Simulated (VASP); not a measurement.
# MgTe (P6_3mc) in VASP: notebook, part 2 of 2

VASP 6.6.1. The steps go on from the part before.

## (3) Single point, HSE06 (strain +4.0%)

POSCAR

```
MgTe
1.0
    4.7607410402      0.0000000000      0.0000000000
   -2.3803705201      4.1229226816      0.0000000000
    0.0000000000      0.0000000000      7.7532929269
Mg Te
2 2
Direct
    0.3333333333      0.6666666667     -0.0006080485
    0.6666666667      0.3333333333      0.4993919515
    0.3333333333      0.6666666667      0.3756080485
    0.6666666667      0.3333333333      0.8756080485
```

INCAR.step1

```
ALGO     = Normal         # electronic algorithm
EDIFF    = 1E-5           # SCF threshold, eV
ENCUT    = 520            # plane-wave cutoff, eV
GGA      = PE             # functional
GGA_COMPAT= False        
ISIF     = 2              # what is computed and relaxed
ISMEAR   = 0              # smearing method
LASPH    = True           # aspherical terms in the spheres
LCHARG   = False          # write CHGCAR
LREAL    = False          # projectors in reciprocal space
LWAVE    = True           # write WAVECAR
NBANDS   = 16             # bands
NELM     = 120            # most SCF steps
PREC     = Accurate       # precision mode
SIGMA    = 0.01           # smearing width, eV
```

INCAR.step2

```
ALGO     = Normal         # electronic algorithm
EDIFF    = 1E-6           # SCF threshold, eV
ENCUT    = 520            # plane-wave cutoff, eV
GGA      = PE             # functional
GGA_COMPAT= False        
HFSCREEN = 0.2079         # screening, 1/A
ISIF     = 2              # what is computed and relaxed
ISMEAR   = 0              # smearing method
ISTART   = 1            
LASPH    = True           # aspherical terms in the spheres
LCHARG   = False          # write CHGCAR
LHFCALC  = True           # exact exchange
LREAL    = False          # projectors in reciprocal space
LWAVE    = False          # write WAVECAR
NBANDS   = 16             # bands
NELM     = 120            # most SCF steps
PREC     = Accurate       # precision mode
PRECFOCK = Normal       
SIGMA    = 0.01           # smearing width, eV
```

KPOINTS

```
k-points
0
Gamma
  6 6 2
```

Potentials or basis: VASP PAW PBE potentials, release 64 (Mg, Te).

The run is started by

```console
> cat potpaw_PBE.64/Mg/POTCAR potpaw_PBE.64/Te/POTCAR > POTCAR
> cp INCAR.step1 INCAR
> mpirun -np 1 vasp_std > vasp.out
> cp INCAR.step2 INCAR
> mpirun -np 1 vasp_std > vasp.out
```

Run time: 37 min. Hardware: 1 thread of Intel Xeon Platinum 8259CL at 2.50GHz (Skylake/Cascade Lake), shared host; peak memory 0.39 GiB.

It converged, with:

```
Free energy            : -14.9003 eV
Pressure               : -3.6 GPa
Band gap on the k mesh : 2.67 eV
```

Forces in eV/Å, atoms in the order of the input:
```
Mg   0.000  0.000 -0.003
Mg   0.000  0.000 -0.003
Te   0.000  0.000  0.003
Te   0.000  0.000  0.003
```

Levels at points of the mesh, in eV from the valence-band top:
| k point | band 4 | band 5 | band 6 | band 7 | band 8 | band 9 | band 10 | band 11 | band 12 | band 13 |
| --- | --- | --- | --- | --- | --- | --- | --- | --- | --- | --- |
| (0.00, 0.00, 0.00) | -0.45 | -0.45 | 0.00 | 0.00 | 0.00 | 2.67 | 3.48 | 6.02 | 6.02 | 6.35 |
| (0.50, 0.00, 0.00) | -2.50 | -1.79 | -1.12 | -0.87 | -0.41 | 3.93 | 4.38 | 4.98 | 6.29 | 7.05 |
| (0.00, 0.00, 0.50) | -1.88 | -0.24 | -0.24 | -0.24 | -0.24 | 3.83 | 3.83 | 6.29 | 6.29 | 6.29 |
| (0.50, 0.00, 0.50) | -3.00 | -0.81 | -0.81 | -0.80 | -0.80 | 3.87 | 3.87 | 5.04 | 5.04 | 7.73 |

Caveat: the cell differs from its parent crystal (strain +4.0%); the cell stands under tension; the PAW data sets were made with another functional, which shifts forces and pressure a little; spin-orbit coupling is left out, which moves the levels of the heavy elements.

## (4) Single point, HSE06 (strain +4.0%)

POSCAR

```
MgTe
1.0
    4.7607410700      0.0000000000      0.0000000000
   -2.3803705350      4.1229227075      0.0000000000
    0.0000000000      0.0000000000      7.7532928361
Mg Te
2 2
Direct
    0.3333333333      0.6666666667     -0.0006080517
    0.6666666667      0.3333333333      0.4993919483
    0.3333333333      0.6666666667      0.3756080517
    0.6666666667      0.3333333333      0.8756080517
```

INCAR.step1

```
PREC = Accurate ; ENCUT = 520
EDIFF = 1E-5 ; ISMEAR = 0
SIGMA = 0.01 ; LREAL = F
LASPH = T ; NELM = 120
ALGO = Normal ; ISIF = 2
LWAVE = T ; NBANDS = 16
GGA = PE ; GGA_COMPAT = F
```

INCAR.step2

```
PREC = Accurate ; ENCUT = 520
EDIFF = 1E-6 ; ISMEAR = 0
SIGMA = 0.01 ; LREAL = F
LASPH = T ; NELM = 120
ALGO = Normal ; ISIF = 2
LWAVE = F ; LCHARG = T
GGA = PE ; LHFCALC = T
HFSCREEN = 0.2079 ; PRECFOCK = Normal
LELF = T ; LVHAR = T
NBANDS = 16 ; ISTART = 1
GGA_COMPAT = F
```

KPOINTS

```
regular mesh
0
Gamma
  6 6 2
```

The run is started by

```console
> cat potpaw_PBE.64/Mg/POTCAR potpaw_PBE.64/Te/POTCAR > POTCAR
> cp INCAR.step1 INCAR
> mpirun -np 1 vasp_std > vasp.out
> cp INCAR.step2 INCAR
> mpirun -np 1 vasp_std > vasp.out
```

It took 35 min on 1 thread of AMD EPYC 7R43 (Zen 3), shared host; peak memory 0.36 GiB.

The run converged. Its results:

```yaml
Free_energy: -14.9003 eV
Pressure: -3.6 GPa
Band_gap_on_the_k_mesh: 2.67 eV
```

Forces in eV/Å, atoms in the order of the input:
```
Mg   0.000  0.000 -0.003
Mg   0.000  0.000 -0.003
Te   0.000  0.000  0.003
Te   0.000  0.000  0.003
```

Levels at points of the mesh, in eV from the valence-band top:
| k point | band 6 | band 7 | band 8 | band 9 | band 10 | band 11 |
| --- | --- | --- | --- | --- | --- | --- |
| (0.00, 0.00, 0.00) | 0.00 | 0.00 | 0.00 | 2.67 | 3.48 | 6.02 |
| (0.50, 0.00, 0.00) | -1.12 | -0.87 | -0.41 | 3.93 | 4.38 | 4.98 |
| (0.00, 0.00, 0.50) | -0.24 | -0.24 | -0.24 | 3.83 | 3.83 | 6.29 |
| (0.50, 0.00, 0.50) | -0.81 | -0.80 | -0.80 | 3.87 | 3.87 | 5.04 |

Caveat: the cell differs from its parent crystal (strain +4.0%); the cell stands under tension; the PAW data sets were made with another functional, which shifts forces and pressure a little; spin-orbit coupling is left out, which moves the levels of the heavy elements.

## (5) Single point, HSE06 (strain +2.0%)

POSCAR

```
MgTe
1.0
    4.6691883571      0.0000000000      0.0000000000
   -2.3345941786      4.0436357323      0.0000000000
    0.0000000000      0.0000000000      7.6041910508
Mg Te
2 2
Direct
    0.3333333333      0.6666666667     -0.0006080517
    0.6666666667      0.3333333333      0.4993919483
    0.3333333333      0.6666666667      0.3756080517
    0.6666666667      0.3333333333      0.8756080517
```

INCAR.step1

```
ALGO = Normal
EDIFF = 1E-5
ENCUT = 520
GGA = PE
GGA_COMPAT = False
ISIF = 2
ISMEAR = 0
LASPH = True
LCHARG = False
LREAL = False
LWAVE = True
NBANDS = 16
NELM = 120
PREC = Accurate
SIGMA = 0.01
```

INCAR.step2

```
ALGO = Normal
EDIFF = 1E-6
ENCUT = 520
GGA = PE
GGA_COMPAT = False
HFSCREEN = 0.2079
ISIF = 2
ISMEAR = 0
ISTART = 1
LASPH = True
LCHARG = False
LHFCALC = True
LREAL = False
LWAVE = False
NBANDS = 16
NELM = 120
PREC = Accurate
PRECFOCK = Normal
SIGMA = 0.01
```

KPOINTS

```
k-points
0
Gamma
  6 6 2
```

Potentials or basis: VASP PAW PBE potentials, release 64 (Mg, Te).

The run is started by

```console
> cat potpaw_PBE.64/Mg/POTCAR potpaw_PBE.64/Te/POTCAR > POTCAR
> cp INCAR.step1 INCAR
> mpirun -np 1 vasp_std > vasp.out
> cp INCAR.step2 INCAR
> mpirun -np 1 vasp_std > vasp.out
```

OUTCAR:

```text
EDIFF = 1E-6
   ENCUT = 520
   GGA = PE
   HFSCREEN = 0.2079
   ISIF = 2
   ISMEAR = 0
   ISTART = 1
   LASPH = True
   LHFCALC = True
   LREAL = False
   NELM = 120
   PREC = Accurate
   PRECFOCK = Normal

 ion  position               nearest neighbor table
   1  0.333  0.667  0.999-   4 2.86   4 2.86   4 2.86   3 2.86
   2  0.667  0.333  0.499-   3 2.86   3 2.86   3 2.86   4 2.86
   3  0.333  0.667  0.376-   2 2.86   2 2.86   2 2.86   1 2.86
   4  0.667  0.333  0.876-   1 2.86   1 2.86   1 2.86   2 2.86

  LATTYP: Found a hexagonal cell.
 ALAT       =     4.6691883571
 C/A-ratio  =     1.6285894826

  Lattice vectors:

 A1 = (   4.6691883571,   0.0000000000,   0.0000000000)
 A2 = (  -2.3345941786,   4.0436357323,   0.0000000000)
 A3 = (   0.0000000000,   0.0000000000,   7.6041910508)

Analysis of symmetry for initial positions (statically):
=====================================================================
 Subroutine PRICEL returns:
 Original cell was already a primitive cell.

 Routine SETGRP: Setting up the symmetry group for a
[... 171 lines left out ...]

 E-fermi :   0.9973     XC(G=0):  -6.4153

 val. band max:        0.9176582938   @ k =   0.0000   0.0000   0.0000
 cond. band min:       3.8458305869   @ k =   0.0000   0.0000   0.0000
 fundamental gap:      2.9281722931
 Fermi energy:         0.9972573764

 k-point     1 :       0.0000    0.0000    0.0000
  band No.  band energies     occupation
      1     -10.0015      2.00000
      2      -9.4101      2.00000
      3      -2.3576      2.00000
      4       0.4306      2.00000
      5       0.4306      2.00000
      6       0.9162      2.00000
[... 243 lines left out ...]
      3      -2.0749      2.00000
      4      -2.0749      2.00000
      5      -0.9640      2.00000
      6      -0.9640      2.00000
[... 8 lines left out ...]
     15       9.1389      0.00000
     16       9.1389      0.00000

------------------------ aborting loop because EDIFF is reached ----------------------------------------

  FORCE on cell =-STRESS in cart. coord.  units (eV):
  Direction    XX          YY          ZZ          XY          YZ          ZX
  --------------------------------------------------------------------------------------
  -------------------------------------------------------------------------------------
  Total       -1.9287239     -1.9287239     -1.9466993      0.0000000      0.0000000      0.0000000
  in kB      -21.5235647    -21.5235647    -21.7241617      0.0000000      0.0000000      0.0000000
  external PRESSURE =     -21.5904304 kB  Pullay stress =       0.0000000 kB

 VOLUME and BASIS-vectors are now :
 -----------------------------------------------------------------------------
  energy-cutoff  :      520.00
  volume of cell :      143.57
      direct lattice vectors                 reciprocal lattice vectors
     4.669188357  0.000000000  0.000000000     0.214169985  0.123651098  0.000000000
    -2.334594179  4.043635732  0.000000000     0.000000000  0.247302197  0.000000000
     0.000000000  0.000000000  7.604191051     0.000000000  0.000000000  0.131506428

 POSITION                                       TOTAL-FORCE (eV/Angst)
 -----------------------------------------------------------------------------------
     -0.00000      2.69576      7.59957         0.000000      0.000000     -0.002150
      2.33459      1.34788      3.79747         0.000000     -0.000000     -0.002150
     -0.00000      2.69576      2.85620         0.000000     -0.000000      0.002150
      2.33459      1.34788      6.65829        -0.000000      0.000000      0.002150
 -----------------------------------------------------------------------------------
    total drift:                               -0.000000     -0.000000      0.000593

  FREE ENERGIE OF THE ION-ELECTRON SYSTEM (eV)
  ---------------------------------------------------
  free  energy   TOTEN  =       -15.0571247597 eV

  energy  without entropy=      -15.0571247597  energy(sigma->0) =      -15.05712476
```

Wall time 24 min (1 thread of AMD EPYC 9R14 (Zen 4), shared host); peak memory 0.36 GiB.

What came out:

| Quantity | Value |
| --- | --- |
| Free energy | -15.0571 eV |
| Pressure | -2.2 GPa |
| Band gap on the k mesh | 2.93 eV |

Forces in eV/Å, atoms in the order of the input:
```
Mg   0.000  0.000 -0.002
Mg   0.000  0.000 -0.002
Te   0.000  0.000  0.002
Te   0.000  0.000  0.002
```

Caveat: the cell differs from its parent crystal (strain +2.0%); the PAW data sets were made with another functional, which shifts forces and pressure a little; spin-orbit coupling is left out, which moves the levels of the heavy elements.
